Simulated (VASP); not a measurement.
## Os: single point with r2SCAN

Os:

```
Os
1.0
     2.73802    0.00000    0.00000
    -1.36901    2.37119    0.00000
     0.00000    0.00000    4.32044
Os
2
Direct
  0.33333 0.66667 0.25000
  0.66667 0.33333 0.75000
```

```json
{
 "Program": "VASP 6.6.1",
 "Task": "single point",
 "Functional": "r2SCAN",
 "Potentials or basis": "VASP PAW PBE potentials, release 64 (Os)",
 "Cutoff": "520 eV",
 "k mesh": "18 × 18 × 10",
 "Occupations": "fermi-dirac, width 0.15 eV",
 "Spin": "no spin polarisation",
 "Dipole correction": "no",
 "Further INCAR settings": "ALGO = Normal; EDIFF = 1e-06; NBANDS = 15"
}
```

```yaml
Pressure: 1.0 GPa
Band_gap_on_the_k_mesh: zero (band 8 reaches 11.32 eV, above the bottom of band 9 at 7.26 eV)
```

Levels at points of the mesh, in eV from the Fermi level:
| k point | band 5 | band 6 | band 7 | band 8 | band 9 | band 10 | band 11 | band 12 |
| --- | --- | --- | --- | --- | --- | --- | --- | --- |
| (0.00, 0.00, 0.00) | -2.90 | -2.31 | -2.31 | -1.67 | -1.67 | 0.00 | 1.72 | 1.72 |
| (0.50, 0.00, 0.00) | -3.07 | -2.71 | -1.96 | 2.07 | 2.65 | 2.78 | 4.55 | 5.93 |
| (0.00, 0.00, 0.50) | -3.39 | -3.39 | -3.39 | -3.39 | 0.90 | 0.90 | 0.90 | 0.90 |
| (0.50, 0.00, 0.50) | -1.29 | -1.29 | -0.20 | -0.20 | 2.42 | 2.42 | 3.40 | 3.40 |

It took 93 s on 1 thread of Intel(R) Xeon(R) 6975P-C (Granite Rapids) (shared host), peak memory 0.2 GiB.

Caveat: the PAW data sets were made with another functional, which shifts forces and pressure a little; spin-orbit coupling is left out, which moves the levels of the heavy elements.
